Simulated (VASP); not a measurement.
# SnP4 (Pm-3m) in VASP: further runs

Runs on SnP4. Level: PBE. Tasks: single point.

All numbers are computed with VASP 6.6.1; they aren't measurements. Logs are shortened: lines on timing, memory, paths and dates and some standing lists are left out, and cuts for length are marked.

**1. The cell of the first run**

It takes space group Pm-3m (No. 221, cubic). The conventional cell has a = 4.792 Å, b = 4.792 Å, c = 4.792 Å, α = 90.00°, β = 90.00°, γ = 90.00°. Within 3.2 Å of Sn (site symmetry m-3m) lie 6 P at 2.40 Å. P (site symmetry 4/mmm) has 2 Sn at 2.40 Å within 3.2 Å. P (site symmetry m-3m) has 12 P at 3.39 Å and 8 Sn at 4.15 Å within 4.5 Å.

The cell was generated, and may not be a known phase.

**2. Single point, PBE**

File INCAR:

```
  PREC = Accurate
  ENCUT = 520
  EDIFF = 1E-7
  ISMEAR = 0
  SIGMA = 0.1
  LREAL = F
  LASPH = T
  NELM = 80
  ALGO = Normal
  ISIF = 2
  LWAVE = F
  LCHARG = T
  GGA = PE
  LELF = T
  LVHAR = T
  NBANDS = 25
```

File KPOINTS:

```
regular mesh
0
Gamma
  4 4 4
```

File POSCAR:

```
SnP4
1.0
    4.7922037800      0.0000000000      0.0000000000
    0.0000000000      4.7922037800      0.0000000000
    0.0000000000      0.0000000000      4.7922037800
Sn P
1 4
Direct
    0.5000000000      0.5000000000      0.5000000000
    0.0000000000      0.5000000000      0.5000000000
    0.5000000000      0.0000000000      0.5000000000
    0.5000000000      0.5000000000      0.0000000000
    0.0000000000      0.0000000000      0.0000000000
```

Potentials or basis: VASP PAW PBE potentials, release 64 (Sn_d, P).

Started as:

```sh
> cat potpaw_PBE.64/Sn_d/POTCAR potpaw_PBE.64/P/POTCAR > POTCAR
> mpirun -np 1 vasp_std > vasp.out
```

OUTCAR:

```text
PREC = Accurate
   ENCUT = 520
   EDIFF = 1E-7
   ISMEAR = 0
   LREAL = F
   LASPH = T
   NELM = 80
   ISIF = 2
   GGA = PE

 ion  position               nearest neighbor table
   1  0.500  0.500  0.500-   2 2.40   3 2.40   4 2.40   4 2.40   3 2.40   2 2.40
   2  0.000  0.500  0.500-   1 2.40   1 2.40
   3  0.500  0.000  0.500-   1 2.40   1 2.40
   4  0.500  0.500  0.000-   1 2.40   1 2.40
   5  0.000  0.000  0.000-

  LATTYP: Found a simple cubic cell.
 ALAT       =     4.7922037800

  Lattice vectors:

 A1 = (   4.7922037800,   0.0000000000,   0.0000000000)
 A2 = (   0.0000000000,   4.7922037800,   0.0000000000)
 A3 = (   0.0000000000,   0.0000000000,   4.7922037800)

Analysis of symmetry for initial positions (statically):
=====================================================================
 Subroutine PRICEL returns:
 Original cell was already a primitive cell.

 Routine SETGRP: Setting up the symmetry group for a
 simple cubic supercell.

 Subroutine GETGRP returns: Found 48 space group operations
 (whereof 48 operations were pure point group operations)
 out of a pool of 48 trial point group operations.

The static configuration has the point symmetry O_h .

Analysis of symmetry for dynamics (positions and initial velocities):
=====================================================================
 Subroutine PRICEL returns:
 Original cell was already a primitive cell.

 Routine SETGRP: Setting up the symmetry group for a
 simple cubic supercell.

 Subroutine GETGRP returns: Found 48 space group operations
 (whereof 48 operations were pure point group operations)
 out of a pool of 48 trial point group operations.

The dynamic configuration has the point symmetry O_h .

 Subroutine INISYM returns: Found 48 space group operations
 (whereof 48 operations are pure point group operations),
 and found     1 'primitive' translations

----------------------------------------------------------------------------------------

                                     Primitive cell

  volume of cell :     110.0540

  direct lattice vectors                    reciprocal lattice vectors
     4.792203780  0.000000000  0.000000000     0.208672261  0.000000000  0.000000000
     0.000000000  4.792203780  0.000000000     0.000000000  0.208672261  0.000000000
     0.000000000  0.000000000  4.792203780     0.000000000  0.000000000  0.208672261

  length of vectors
     4.792203780  4.792203780  4.792203780     0.208672261  0.208672261  0.208672261

  position of ions in fractional coordinates (direct lattice)
     0.500000000  0.500000000  0.500000000
     0.000000000  0.500000000  0.500000000
     0.500000000  0.000000000  0.500000000
     0.500000000  0.500000000  0.000000000
     0.000000000  0.000000000  0.000000000

  ion indices of the primitive-cell ions
   primitive index   ion index
                 1           1
                 2           2
                 3           3
                 4           4
                 5           5

----------------------------------------------------------------------------------------

 KPOINTS: regular mesh

Automatic generation of k-mesh.
 Grid dimensions read from file:
 generate k-points for:    4    4    4

 Generating k-lattice:

  Cartesian coordinates                     Fractional coordinates (reciprocal lattice)
     0.052168065  0.000000000  0.000000000     0.250000000  0.000000000  0.000000000
     0.000000000  0.052168065  0.000000000     0.000000000  0.250000000  0.000000000
     0.000000000  0.000000000  0.052168065     0.000000000  0.000000000  0.250000000

  Length of vectors
     0.052168065  0.052168065  0.052168065

  Shift w.r.t. Gamma in fractional coordinates (k-lattice)
     0.000000000  0.000000000  0.000000000

 Subroutine IBZKPT returns following result:
 ===========================================

 Found     10 irreducible k-points:

 Following reciprocal coordinates:
            Coordinates               Weight
  0.000000  0.000000  0.000000      1.000000
  0.250000  0.000000  0.000000      6.000000
  0.500000  0.000000  0.000000      3.000000
  0.250000  0.250000  0.000000     12.000000
  0.500000  0.250000  0.000000     12.000000
  0.500000  0.500000  0.000000      3.000000
  0.250000  0.250000  0.250000      8.000000
  0.500000  0.250000  0.250000     12.000000
  0.500000  0.500000  0.250000      6.000000
  0.500000  0.500000  0.500000      1.000000
   k-points           NKPTS =     10   k-points in BZ     NKDIM =     10   number of bands    NBANDS=     25
   number of dos      NEDOS =    301   number of ions     NIONS =      5
   total plane-waves  NPLWV =  46656
   dimension x,y,z NGX =    36 NGY =   36 NGZ =   36
   dimension x,y,z NGXF=    72 NGYF=   72 NGZF=   72
   ions per type =               1   4
   NGX,Y,Z   is equivalent  to a cutoff of  12.49, 12.49, 12.49 a.u.
   NGXF,Y,Z  is equivalent  to a cutoff of  24.98, 24.98, 24.98 a.u.
 SYSTEM =  unknown system
   PREC   = accura    normal or accurate (medium, high low for compatibility)
   ISTART =      0    job   : 0-new  1-cont  2-samecut
   ICHARG =      2    charge: 1-file 2-atom 10-const
   ISPIN  =      1    spin polarized calculation?
   LNONCOLLINEAR =      F non collinear calculations
   LSORBIT =      F    spin-orbit coupling
   LASPH  =      T    aspherical Exc in radial PAW
   ENCUT  =  520.0 eV  38.22 Ry    6.18 a.u.   8.91  8.91  8.91*2*pi/ulx,y,z
   NELM   =     80;   NELMIN=  2; NELMDL= -5     # of ELM steps
   EDIFF  = 0.1E-06   stopping-criterion for ELM
   LREAL  =      F    real-space projection
   EDIFFG = 0.1E-05   stopping-criterion for IOM
   NSW    =      0    number of steps for IOM
   IBRION =     -1    ionic relax: 0-MD 1-quasi-New 2-CG
   NFREE  =      0    steps in history (QN), initial steepest desc. (CG)
   ISIF   =      2    stress and relaxation
   ISYM   =      2    0-nonsym 1-usesym 2-fastsym
   POTIM  = 0.5000    time-step for ionic-motion
   TEBEG  =    0.0;   TEEND  =   0.0 temperature during run
   PSTRESS=    0.0 pullay stress
   NELECT =      34.0000    total number of electrons
   NUPDOWN=      -1.0000    fix difference up-down
   EMIN   =  10.00;   EMAX   =-10.00  energy-range for DOS
   EFERMI =   0.00;   METHOD = LEGACY
   ISMEAR =     0;   SIGMA  =   0.10  broadening in eV -4-tet -1-fermi 0-gaus
   EFERMI_NEDOS =   21; number of points for ismear=-14 and -15
   IALGO  =     38    algorithm
   IMIX   =      4    mixing-type and parameters
     AMIX     =   0.40;   BMIX     =  1.00
     AMIX_MAG =   1.60;   BMIX_MAG =  1.00
  volume/ion in A,a.u.               =      22.01       148.54
  Fermi-wavevector in a.u.,A,eV,Ry     =   1.106707  2.091372 16.664411  1.224800
  Thomas-Fermi vector in A             =   2.243211
   LORBIT       =      0    0 simple, 1 ext, 2 COOP (PROOUT), +10 PAW based schemes
   GGA     = PE    functional components
   LHFCALC =     F    Hartree Fock is set to
   AEXX    =    0.0000 exact exchange contribution
   IVDW    =     0    specifies the selected vdW correction
   LEPSILON=     F    determine dielectric tensor
   LRPA    =     F    only Hartree local field effects (RPA)
 non-spin polarized calculation
 Gauss-broadening in eV      SIGMA  =   0.10
  energy-cutoff  :      520.00
  volume of cell :      110.05
 maximum number of plane-waves:      3016
 NGX is ok and might be reduce to    36
   NGX = 17   NGY = 17   NGZ = 17

 number of electron      34.0000009 magnetization

 Free energy of the ion-electron system (eV)
  ---------------------------------------------------
  ext. energy  EPLUGINS =         0.00000000
  ---------------------------------------------------
  free energy    TOTEN  =       -17.47055098 eV

  energy without entropy =      -17.44771976  energy(sigma->0) =      -17.45913537

 E-fermi :   5.6736     XC(G=0):  -9.8198

 val. band max:        5.6021000865   @ k =   0.2500   0.2500   0.2500
 cond. band min:       5.7572263334   @ k =   0.2500   0.2500   0.0000
 fundamental gap:      0.1551262469
 Fermi energy:         5.6736351285

 k-point     1 :       0.0000    0.0000    0.0000
  band No.  band energies     occupation
      1     -16.5261      2.00000
      2     -16.5261      2.00000
      3     -16.2708      2.00000
      4     -16.2708      2.00000
      5     -16.2708      2.00000
      6      -8.1069      2.00000
[... 17 lines left out ...]
     24      10.1478      0.00000
     25      10.1478      0.00000

 k-point     2 :       0.2500    0.0000    0.0000
  band No.  band energies     occupation
      1     -16.5260      2.00000
      2     -16.5127      2.00000
      3     -16.2719      2.00000
      4     -16.2719      2.00000
      5     -16.2707      2.00000
      6      -7.8152      2.00000
[... 17 lines left out ...]
     24      11.4943      0.00000
     25      11.6212      0.00000

 k-point     3 :       0.5000    0.0000    0.0000
  band No.  band energies     occupation
      1     -16.5259      2.00000
      2     -16.4991      2.00000
      3     -16.2730      2.00000
      4     -16.2730      2.00000
      5     -16.2707      2.00000
      6      -7.3378      2.00000
[... 17 lines left out ...]
     24      10.9864      0.00000
     25      12.4423      0.00000

 k-point     4 :       0.2500    0.2500    0.0000
  band No.  band energies     occupation
      1     -16.5193      2.00000
      2     -16.5057      2.00000
      3     -16.2730      2.00000
      4     -16.2718      2.00000
      5     -16.2718      2.00000
      6      -7.5200      2.00000
[... 17 lines left out ...]
     24      11.7422      0.00000
     25      11.9839      0.00000

 k-point     5 :       0.5000    0.2500    0.0000
  band No.  band energies     occupation
      1     -16.5174      2.00000
      2     -16.4938      2.00000
      3     -16.2742      2.00000
      4     -16.2729      2.00000
      5     -16.2718      2.00000
      6      -7.0259      2.00000
[... 17 lines left out ...]
     24      12.1942      0.00000
     25      13.0391      0.00000

 k-point     6 :       0.5000    0.5000    0.0000
  band No.  band energies     occupation
      1     -16.5125      2.00000
      2     -16.4848      2.00000
      3     -16.2754      2.00000
      4     -16.2728      2.00000
      5     -16.2728      2.00000
      6      -6.4582      2.00000
[... 17 lines left out ...]
     24      10.4642      0.00000
     25      13.6277      0.00000

 k-point     7 :       0.2500    0.2500    0.2500
  band No.  band energies     occupation
      1     -16.5056      2.00000
      2     -16.5056      2.00000
      3     -16.2730      2.00000
      4     -16.2730      2.00000
      5     -16.2730      2.00000
      6      -7.2207      2.00000
[... 17 lines left out ...]
     24      11.5372      0.00000
     25      12.4357      0.00000

 k-point     8 :       0.5000    0.2500    0.2500
  band No.  band energies     occupation
      1     -16.5055      2.00000
      2     -16.4918      2.00000
      3     -16.2741      2.00000
      4     -16.2741      2.00000
      5     -16.2729      2.00000
      6      -6.7050      2.00000
[... 17 lines left out ...]
     24      12.3377      0.00000
     25      12.5126      0.00000

 k-point     9 :       0.5000    0.5000    0.2500
  band No.  band energies     occupation
      1     -16.4986      2.00000
      2     -16.4847      2.00000
      3     -16.2753      2.00000
      4     -16.2740      2.00000
      5     -16.2740      2.00000
      6      -6.0860      2.00000
[... 17 lines left out ...]
     24      10.2803      0.00000
     25      12.4905      0.00000

 k-point    10 :       0.5000    0.5000    0.5000
  band No.  band energies     occupation
      1     -16.4846      2.00000
      2     -16.4846      2.00000
      3     -16.2752      2.00000
      4     -16.2752      2.00000
      5     -16.2752      2.00000
      6      -4.9822      2.00000
[... 17 lines left out ...]
     24       8.9546      0.00000
     25      12.4087      0.00000

------------------------ aborting loop because EDIFF is reached ----------------------------------------

  FORCE on cell =-STRESS in cart. coord.  units (eV):
  Direction    XX          YY          ZZ          XY          YZ          ZX
  --------------------------------------------------------------------------------------
  -------------------------------------------------------------------------------------
  Total        4.9304044      4.9304044      4.9304044      0.0000000      0.0000000     -0.0000000
  in kB       71.7773284     71.7773284     71.7773284      0.0000000      0.0000000     -0.0000000
  external PRESSURE =      71.7773284 kB  Pullay stress =       0.0000000 kB

 VOLUME and BASIS-vectors are now :
 -----------------------------------------------------------------------------
  energy-cutoff  :      520.00
  volume of cell :      110.05
      direct lattice vectors                 reciprocal lattice vectors
     4.792203780  0.000000000  0.000000000     0.208672261  0.000000000  0.000000000
     0.000000000  4.792203780  0.000000000     0.000000000  0.208672261  0.000000000
     0.000000000  0.000000000  4.792203780     0.000000000  0.000000000  0.208672261

 POSITION                                       TOTAL-FORCE (eV/Angst)
 -----------------------------------------------------------------------------------
      2.39610      2.39610      2.39610         0.000000      0.000000      0.000000
      0.00000      2.39610      2.39610         0.000000      0.000000      0.000000
      2.39610      0.00000      2.39610         0.000000      0.000000      0.000000
      2.39610      2.39610      0.00000         0.000000      0.000000      0.000000
      0.00000      0.00000      0.00000         0.000000      0.000000      0.000000
 -----------------------------------------------------------------------------------
    total drift:                                0.000000      0.000000      0.000000

  FREE ENERGIE OF THE ION-ELECTRON SYSTEM (eV)
  ---------------------------------------------------
  free  energy   TOTEN  =       -17.4705509834 eV

  energy  without entropy=      -17.4477197608  energy(sigma->0) =      -17.45913537
```

Wall time 12 s (1 thread of Intel Xeon 6975P-C (Granite Rapids), shared host); peak memory 0.2 GiB.

Results:

```
Free energy            : -17.4706 eV
Pressure               : 7.2 GPa
Band gap on the k mesh : zero (bands 17 and 18 overlap by 2.00 eV)
```

Levels at points of the mesh, in eV from the Fermi level:
```
           k point  band 15  band 16  band 17  band 18  band 19  band 20
(0.00, 0.00, 0.00)    -1.48    -1.48    -0.33    -0.33    -0.33     1.96
(0.50, 0.00, 0.00)    -1.19    -1.11    -0.70    -0.20    -0.20     0.89
(0.50, 0.50, 0.00)    -1.42    -1.42    -0.96     0.13     1.01     1.01
(0.50, 0.50, 0.50)     0.20     1.54     1.54     1.54     1.56     1.56
```

Caveat: the cell stands under pressure; spin-orbit coupling is left out, which moves the levels of the heavy elements.

**3. Single point, PBE**

This run uses another cell than the first one, of 24.43 Å³/atom.

File INCAR:

```
SYSTEM = SnP4
ALGO     = Normal         ! electronic algorithm
EDIFF    = 1E-6           ! SCF threshold, eV
ENCUT    = 520            ! plane-wave cutoff, eV
GGA      = PE             ! functional
ISIF     = 2              ! what is computed and relaxed
ISMEAR   = 0              ! smearing method
LASPH    = .TRUE.         ! aspherical terms in the spheres
LCHARG   = .FALSE.        ! write CHGCAR
LREAL    = .FALSE.        ! projectors in reciprocal space
LWAVE    = .FALSE.        ! write WAVECAR
NBANDS   = 25             ! bands
NELM     = 60             ! most SCF steps
PREC     = Accurate       ! precision mode
SIGMA    = 0.1            ! smearing width, eV
```

File KPOINTS:

```
k-points
0
G
  4 4 4
  0 0 0
```

POSCAR, as its differences from that of step 2:

```diff
@@ -2,5 +2,5 @@
 1.0
-    4.7922037800      0.0000000000      0.0000000000
-    0.0000000000      4.7922037800      0.0000000000
-    0.0000000000      0.0000000000      4.7922037800
+    4.9615352924      0.0000000000      0.0000000000
+    0.0000000000      4.9615352924      0.0000000000
+    0.0000000000      0.0000000000      4.9615352924
 Sn P
```

Potentials or basis: VASP PAW PBE potentials, release 64 (Sn_d, P).

Started as:

```sh
> cat potpaw_PBE.64/Sn_d/POTCAR potpaw_PBE.64/P/POTCAR > POTCAR
> mpirun -np 1 vasp_std > vasp.out
```

Wall time 18 s (1 thread of Intel Xeon 6975P-C (Granite Rapids), shared host); peak memory 0.24 GiB.

It converged, with:

```
Free energy            : -17.7196 eV
Pressure               : 0.1 GPa
Band gap on the k mesh : zero (bands 17 and 18 overlap by 1.66 eV)
```

Levels at points of the mesh, in eV from the Fermi level:
| k point | band 15 | band 16 | band 17 | band 18 | band 19 | band 20 | band 21 | band 22 |
| --- | --- | --- | --- | --- | --- | --- | --- | --- |
| (0.00, 0.00, 0.00) | -1.31 | -1.31 | -0.24 | -0.24 | -0.24 | 1.68 | 1.68 | 1.68 |
| (0.50, 0.00, 0.00) | -1.12 | -0.93 | -0.69 | -0.13 | -0.13 | 0.78 | 0.78 | 2.84 |
| (0.50, 0.50, 0.00) | -1.18 | -1.18 | -0.79 | -0.01 | 0.87 | 0.87 | 1.28 | 3.91 |
| (0.50, 0.50, 0.50) | 0.05 | 1.31 | 1.31 | 1.31 | 1.35 | 1.35 | 1.35 | 2.99 |

Caveat: spin-orbit coupling is left out, which moves the levels of the heavy elements.

The gap in the log of VASP goes by the Fermi energy; the results here count the filled bands.